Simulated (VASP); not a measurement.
Here is a VASP 6.6.1 calculation.

Contents of INCAR:

```
  PREC = Accurate
  ENCUT = 520
  EDIFF = 1E-7
  ISMEAR = 0
  SIGMA = 0.15
  LREAL = False
  LASPH = True
  NELM = 100
  ALGO = Fast
  ISIF = 2
  LWAVE = False
  LCHARG = False
  GGA = PS
  NBANDS = 12
```

File KPOINTS:

```
regular mesh
0
Gamma
  22 22 22
```

The input POSCAR:

```
In
1.0
   -1.4899767309      1.4899767309      2.9468169070
    1.4899767309     -1.4899767309      2.9468169070
    1.4899767309      1.4899767309     -2.9468169070
In
1
Direct
    0.0000000000      0.0000000000      0.0000000000
```

Potentials or basis: VASP PAW PBE potentials, release 64 (In_d).

Run with:

```console
$ cat potpaw_PBE.64/In_d/POTCAR > POTCAR
$ mpirun -np 1 vasp_std > vasp.out
```

Problem. Estimate the pressure.

Solution. 0.4 GPa.

Stress tensor (GPa, compression positive):
```
 2.37  0.00  0.00
 0.00  2.37  0.00
 0.00  0.00 -3.42
```

Caveat: the PAW data sets were made with another functional, which shifts forces and pressure a little.
